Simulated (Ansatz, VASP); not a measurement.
Two plane-wave programs on TlZnBr3

INCAR

```
ALGO = Normal
EDIFF = 1E-6
ENCUT = 520
GGA = PE
ISIF = 2
ISMEAR = -1
LASPH = T
LCHARG = F
LREAL = F
LWAVE = F
NBANDS = 31
NELM = 100
PREC = Accurate
SIGMA = 0.02
```

File KPOINTS:

```
k-points
0
Gamma
  6 6 6
```

The input POSCAR:

```
TlZnBr3
1.0
    5.2264349101      0.0000000000      0.0000000000
    0.0000000000      5.2264349101      0.0000000000
    0.0000000000      0.0000000000      5.2264349101
Tl Zn Br
1 1 3
Direct
    0.0000000000      0.0000000000      0.0000000000
    0.5000000000      0.5000000000      0.5000000000
    0.5000000000      0.5000000000      0.0000000000
    0.5000000000      0.0000000000      0.5000000000
    0.0000000000      0.5000000000      0.5000000000
```

Input for Ansatz:

```yaml
crystal:
  lattice:
    - [5.2264349101, 0.0, 0.0]
    - [0.0, 5.2264349101, 0.0]
    - [0.0, 0.0, 5.2264349101]
  atoms:
    - { symbol: Tl, position: [0.0, 0.0, 0.0] }
    - { symbol: Zn, position: [0.5, 0.5, 0.5] }
    - { symbol: Br, position: [0.5, 0.5, 0.0] }
    - { symbol: Br, position: [0.5, 0.0, 0.5] }
    - { symbol: Br, position: [0.0, 0.5, 0.5] }
kpoints:
  mp_grid: { grid: [6, 6, 6] }
  band_path:
    path:
      - [0.0, 0.0, 0.0]
      - [0.0, 0.5, 0.0]
      - [0.5, 0.5, 0.0]
      - [0.5, 0.5, 0.5]
      - [0.0, 0.5, 0.5]
    npoints: 1
hamiltonian:
  xc: pbe
scf:
  occupations: { method: fermi_dirac, width: 0.02 }
  n_extra_bands: 5
output:
  forces: true
  stress: true
  eigenvalues: true
```

Change from the starting cell: hydrostatic strain +0.5%.

Alike in both runs: task single point; functional PBE; k mesh 6 × 6 × 6; occupations fermi-dirac, width 0.02 eV; no spin polarisation.

|  | VASP | Ansatz |
| --- | --- | --- |
| version | VASP 6.6.1 | Ansatz 0.2.0 |
| potentials or method | VASP PAW PBE potentials, release 64 (Tl_d, Zn, Br) | plane waves, PAW |
| plane-wave cutoff (eV) | 520 | 420 |
| valence electrons in the cell | 46 | 46 |

```tsv
	VASP	Ansatz	Ansatz less VASP
pressure (GPa)	0.8	0.8	-0.02
```

Neither program's run includes spin-orbit coupling.
